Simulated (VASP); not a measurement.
Runs of VASP 6.6.1 on TiRh. The structure is that of space group Pm-3m (No. 221), or close to it. The cells are those of the table. 

| cell | gap on the mesh (eV) | pressure (GPa) |
| --- | --- | --- |
| a = 3.084, b = 3.084, c = 3.115 Å, 2 atoms | none | (b) |
| a = 3.053, b = 3.053, c = 3.115 Å, 2 atoms | none | -5.6 |
| a = 3.146, b = 3.146, c = 3.115 Å, 2 atoms | none | (a) |
| a = 3.115 Å, 2 atoms | none | -12.6 |
| a = 3.022, b = 3.022, c = 3.115 Å, 2 atoms | none | -1.5 |
| a = 3.178, b = 3.178, c = 3.115 Å, 2 atoms | none | -18.4 |
| a = 3.209, b = 3.209, c = 3.115 Å, 2 atoms | none | -20.9 |

Alike in all rows: task single point; level LDA; potentials or basis VASP PAW LDA potentials, release 64 (Ti_sv, Rh_pv); no spin polarisation; k mesh 11 × 11 × 11; cutoff (eV) 520; smearing fermi-dirac 0.1 eV.

Problem. Fill in the values left out.

Solution. (a) -15.6; (b) -9.2.

A k mesh can miss the band edges, and the runs leave out spin-orbit coupling on Rh.

A gap of «none» marks levels without a gap at the run's occupations.
